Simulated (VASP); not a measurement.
# Nb16H2C in VASP: single point with PBE+D3(BJ)

Aim: the single point of Nb16H2C with PBE+D3(BJ).

All numbers are computed with VASP 6.6.1; they aren't measurements. Logs are shortened: lines on timing, memory, paths and dates and some standing lists are left out, and cuts for length are marked.

## 1. The cell of the first run

The cell holds a slab with vacuum, 19 atoms: a = 6.600 Å, b = 6.600 Å, c = 17.950 Å, α = 90.00°, β = 90.00°, γ = 90.00°.

## 2. Single point, PBE+D3(BJ)

INCAR

```
PREC     = Accurate       # precision mode
ENCUT    = 520            # plane-wave cutoff, eV
EDIFF    = 1E-6           # SCF threshold, eV
ISMEAR   = 0              # smearing method
SIGMA    = 0.1            # smearing width, eV
LREAL    = Auto         
LASPH    = True           # aspherical terms in the spheres
NELM     = 100            # most SCF steps
ALGO     = Normal         # electronic algorithm
ISIF     = 2              # what is computed and relaxed
LWAVE    = False          # write WAVECAR
LCHARG   = False          # write CHGCAR
GGA      = PE             # functional
IVDW     = 12             # dispersion correction
NBANDS   = 122            # bands
```

KPOINTS

```
regular mesh
0
Gamma
  3 3 1
```

POSCAR

```
Nb16H2C
1.0
    6.6000000000      0.0000000000      0.0000000000
    0.0000000000      6.6000000000      0.0000000000
    0.0000000000      0.0000000000     17.9500000000
Nb C H
16 1 2
Direct
    0.2500000000      0.2500000000      0.0557103064
    0.7500000000      0.2500000000      0.0557103064
    0.2500000000      0.7500000000      0.0557103064
    0.7500000000      0.7500000000      0.0557103064
    0.0003310606      0.0019827273      0.1384452368
    0.4939406061     -0.0002871212      0.1384645125
    0.0027150000      0.5001028788      0.1382764345
    0.4963095455      0.4970934848      0.1383298607
    0.2461283333      0.2495337879      0.2302617270
    0.7472775758      0.2493642424      0.2278915320
    0.2475087879      0.7495225758      0.2317950418
    0.7467690909      0.7496374242      0.2251789415
   -0.0397481818      0.0131684848      0.3192794429
    0.4919534848     -0.0192256061      0.3188930919
   -0.0059065152      0.5195351515      0.3179096379
    0.5265275758      0.4802693939      0.3194991643
    0.7415634848     -0.2517106061      0.3539363788
    0.8789956061     -0.2389945455      0.3944240669
    0.5960748485     -0.2650956061      0.3917232312
```

Potentials or basis: VASP PAW PBE potentials, release 64 (Nb_sv, C, H).

Command:

```console
$ cat potpaw_PBE.64/Nb_sv/POTCAR potpaw_PBE.64/C/POTCAR potpaw_PBE.64/H/POTCAR > POTCAR
$ mpirun -np 1 vasp_std > vasp.out
```

OUTCAR:

```text
PREC = Accurate
   ENCUT = 520
   EDIFF = 1E-6
   ISMEAR = 0
   LREAL = Auto
   LASPH = True
   NELM = 100
   ISIF = 2
   GGA = PE
   IVDW = 12
 IVDW          = 12

 ion  position               nearest neighbor table
   1  0.250  0.250  0.056-   8 2.74   6 2.74   7 2.75   5 2.76
   2  0.750  0.250  0.056-   5 2.76   8 2.77   7 2.78   6 2.79
   3  0.250  0.750  0.056-   6 2.74   7 2.75   8 2.76   5 2.77
   4  0.750  0.750  0.056-   7 2.77   5 2.78   6 2.79   8 2.79  12 3.04
   5  0.000  0.002  0.138-   1 2.76   2 2.76   3 2.77   4 2.78  12 2.83   9 2.83  10 2.83  11 2.87
[... 13 lines left out ...]
  12  0.747  0.750  0.225-  17 2.31  15 2.78  13 2.80   6 2.82   8 2.82  14 2.83   5 2.83   7 2.83
                            16 2.85   4 3.04
  13  0.960  0.013  0.319-  17 2.35  10 2.66  12 2.80   9 2.92  11 3.01
  14  0.492  0.981  0.319-  17 2.34  11 2.72  12 2.83   9 2.88  10 2.94
  15  0.994  0.520  0.318-  17 2.34  11 2.74  12 2.78   9 2.90  10 2.91
  16  0.527  0.480  0.319-  17 2.35  10 2.67  12 2.85   9 2.88  11 3.00
  17  0.742  0.748  0.354-  18 1.17  19 1.18  12 2.31  14 2.34  15 2.34  16 2.35  13 2.35
  18  0.879  0.761  0.394-  17 1.17
  19  0.596  0.735  0.392-  17 1.18

  LATTYP: Found a simple tetragonal cell.
 ALAT       =     6.6000000000
 C/A-ratio  =     2.7196969697

  Lattice vectors:

 A1 = (   6.6000000000,   0.0000000000,   0.0000000000)
 A2 = (   0.0000000000,   6.6000000000,   0.0000000000)
 A3 = (   0.0000000000,   0.0000000000,  17.9500000000)

Analysis of symmetry for initial positions (statically):
=====================================================================
 Subroutine PRICEL returns:
 Original cell was already a primitive cell.

 Routine SETGRP: Setting up the symmetry group for a
 simple tetragonal supercell.

 Subroutine GETGRP returns: Found  1 space group operations
 (whereof  1 operations were pure point group operations)
 out of a pool of 16 trial point group operations.

The static configuration has the point symmetry C_1 .

Analysis of symmetry for dynamics (positions and initial velocities):
=====================================================================
 Subroutine PRICEL returns:
 Original cell was already a primitive cell.

 Routine SETGRP: Setting up the symmetry group for a
 simple tetragonal supercell.

 Subroutine GETGRP returns: Found  1 space group operations
 (whereof  1 operations were pure point group operations)
 out of a pool of 16 trial point group operations.

The dynamic configuration has the point symmetry C_1 .

 Subroutine INISYM returns: Found  1 space group operations
 (whereof  1 operations are pure point group operations),
 and found     1 'primitive' translations
[... 117 lines left out ...]
   POTIM  = 0.5000    time-step for ionic-motion
   TEBEG  =    0.0;   TEEND  =   0.0 temperature during run
   PSTRESS=    0.0 pullay stress
   NELECT =     214.0000    total number of electrons
   NUPDOWN=      -1.0000    fix difference up-down
   EMIN   =  10.00;   EMAX   =-10.00  energy-range for DOS
   EFERMI =   0.00;   METHOD = LEGACY
   ISMEAR =     0;   SIGMA  =   0.10  broadening in eV -4-tet -1-fermi 0-gaus
   EFERMI_NEDOS =   21; number of points for ismear=-14 and -15
   IALGO  =     38    algorithm
   IMIX   =      4    mixing-type and parameters
     AMIX     =   0.40;   BMIX     =  1.00
     AMIX_MAG =   1.60;   BMIX_MAG =  1.00
  volume/ion in A,a.u.               =      41.15       277.71
  Fermi-wavevector in a.u.,A,eV,Ry     =   1.062907  2.008603 15.371475  1.129772
  Thomas-Fermi vector in A             =   2.198374
   LORBIT       =      0    0 simple, 1 ext, 2 COOP (PROOUT), +10 PAW based schemes
   GGA     = PE    functional components
   LHFCALC =     F    Hartree Fock is set to
   AEXX    =    0.0000 exact exchange contribution
   IVDW    =    12    specifies the selected vdW correction
   LEPSILON=     F    determine dielectric tensor
   LRPA    =     F    only Hartree local field effects (RPA)
 non-spin polarized calculation
 Gauss-broadening in eV      SIGMA  =   0.10
  energy-cutoff  :      520.00
  volume of cell :      781.90
 maximum number of plane-waves:     21099
 NGX is ok and might be reduce to    50
   NGX = 25   NGY = 25   NGZ = 67

 number of electron     214.0000012 magnetization

 Free energy of the ion-electron system (eV)
  ---------------------------------------------------
  ext. energy  EPLUGINS =         0.00000000
  ---------------------------------------------------
  free energy    TOTEN  =      -167.32155798 eV

  energy without entropy =     -167.21117785  energy(sigma->0) =     -167.26636792

 E-fermi :   2.2831     XC(G=0):  -5.9508

 val. band max:        2.2630971210   @ k =   0.0000   0.0000   0.0000
 cond. band min:       2.3164460301   @ k =   0.3333   0.0000   0.0000
 fundamental gap:      0.0533489091
 Fermi energy:         2.2830923523

 k-point     1 :       0.0000    0.0000    0.0000
  band No.  band energies     occupation
      1     -52.7596      2.00000
      2     -52.7280      2.00000
      3     -52.7198      2.00000
      4     -52.6872      2.00000
      5     -52.6811      2.00000
      6     -52.6783      2.00000
[... 599 lines left out ...]
    118       2.8921      0.00000
    119       3.2459      0.00000
 [bands above 119 left out]

------------------------ aborting loop because EDIFF is reached ----------------------------------------

 Edisp (eV)   -8.01518

 E8    (eV) :    -4.0116

  FORCE on cell =-STRESS in cart. coord.  units (eV):
  Direction    XX          YY          ZZ          XY          YZ          ZX
  --------------------------------------------------------------------------------------
  -------------------------------------------------------------------------------------
  Total     -16.61011   -17.18830    -0.84034    -0.43238    -0.01297     0.33088
  in kB     -34.03540   -35.22015    -1.72192    -0.88599    -0.02658     0.67799
  external pressure =      -23.66 kB  Pullay stress =        0.00 kB

 VOLUME and BASIS-vectors are now :
 -----------------------------------------------------------------------------
  energy-cutoff  :      520.00
  volume of cell :      781.90
      direct lattice vectors                 reciprocal lattice vectors
     6.600000000  0.000000000  0.000000000     0.151515152  0.000000000  0.000000000
     0.000000000  6.600000000  0.000000000     0.000000000  0.151515152  0.000000000
     0.000000000  0.000000000 17.950000000     0.000000000  0.000000000  0.055710306

 POSITION                                       TOTAL-FORCE (eV/Angst)
 -----------------------------------------------------------------------------------
      1.65000      1.65000      1.00000        -0.008440     -0.007997      0.061139
      4.95000      1.65000      1.00000        -0.013815     -0.008675     -0.057364
      1.65000      4.95000      1.00000         0.000108      0.006197      0.043799
      4.95000      4.95000      1.00000        -0.041454      0.012709      0.040707
      0.00218      0.01309      2.48509         0.001894     -0.000661     -0.000039
      3.26001      6.59811      2.48544         0.002581     -0.000414      0.002113
[... 11 lines left out ...]
      5.80137      5.02264      7.07991         0.036373     -0.003511      0.004791
      3.93409      4.85037      7.03143        -0.001946      0.003109      0.005522
 -----------------------------------------------------------------------------------
    total drift:                               -0.004140      0.000851      0.003834

  FREE ENERGIE OF THE ION-ELECTRON SYSTEM (eV)
  ---------------------------------------------------
  free  energy   TOTEN  =      -175.3367413147 eV

  energy  without entropy=     -175.2263611882  energy(sigma->0) =     -175.28155125
```

OSZICAR:

```text
N       E                     dE             d eps       ncg     rms          rms(c)
DAV:   1     0.263976039169E+04    0.26398E+04   -0.11806E+05  1508   0.162E+03
DAV:   2     0.926477112409E+02   -0.25471E+04   -0.24920E+04  1514   0.664E+02
DAV:   3    -0.156064007717E+03   -0.24871E+03   -0.24379E+03  1840   0.137E+02
[... 24 lines left out ...]
DAV:  28    -0.167321548647E+03   -0.37578E-04   -0.55459E-06  1024   0.805E-03    0.278E-03
DAV:  29    -0.167321553531E+03   -0.48839E-05   -0.98082E-07   848   0.495E-03    0.214E-03
DAV:  30    -0.167321555875E+03   -0.23435E-05   -0.43679E-07   776   0.354E-03    0.146E-03
DAV:  31    -0.167321557281E+03   -0.14066E-05   -0.46162E-07   808   0.267E-03    0.948E-04
DAV:  32    -0.167321557980E+03   -0.69858E-06   -0.30622E-07   776   0.249E-03
   1 F= -.17533674E+03 E0= -.17528155E+03  d E =-.110380E+00
```

It took 34 min on 1 thread of Intel Xeon Platinum 8375C at 2.90GHz (Ice Lake), shared host; peak memory 0.86 GiB.

What came out:

* Free energy: -175.3367 eV
* Largest force: 0.062 eV/Å
* Band gap on the k mesh: zero (bands 107 and 108 overlap by 0.15 eV)
* Dispersion energy per atom: -0.422 eV

Forces in eV/Å, atoms in the order of the input:
```
Nb  -0.008 -0.008  0.061
Nb  -0.014 -0.009 -0.057
Nb   0.000  0.006  0.044
Nb  -0.041  0.013  0.041
Nb   0.002 -0.001  0.000
Nb   0.003  0.000  0.002
Nb   0.000  0.000  0.003
Nb   0.000  0.001  0.002
Nb   0.002 -0.001 -0.001
Nb   0.000  0.000 -0.010
Nb   0.003  0.001 -0.009
Nb   0.003  0.001  0.008
Nb  -0.005 -0.002 -0.011
Nb   0.010 -0.004 -0.015
Nb   0.000 -0.001 -0.014
Nb   0.008  0.006 -0.014
C    0.004 -0.001 -0.039
H    0.036 -0.004  0.005
H   -0.002  0.003  0.006
```

Levels at points of the mesh, in eV from the Fermi level:
| k point | band 103 | band 104 | band 105 | band 106 | band 107 | band 108 | band 109 | band 110 | band 111 | band 112 |
| --- | --- | --- | --- | --- | --- | --- | --- | --- | --- | --- |
| (0.00, 0.00, 0.00) | -0.10 | -0.07 | -0.02 | 0.04 | 0.05 | 0.07 | 0.09 | 0.18 | 0.23 | 0.31 |

Caveat: there is no dipole correction, which matters where the two faces differ.

The gap in the log of VASP goes by the Fermi energy; the results here count the filled bands.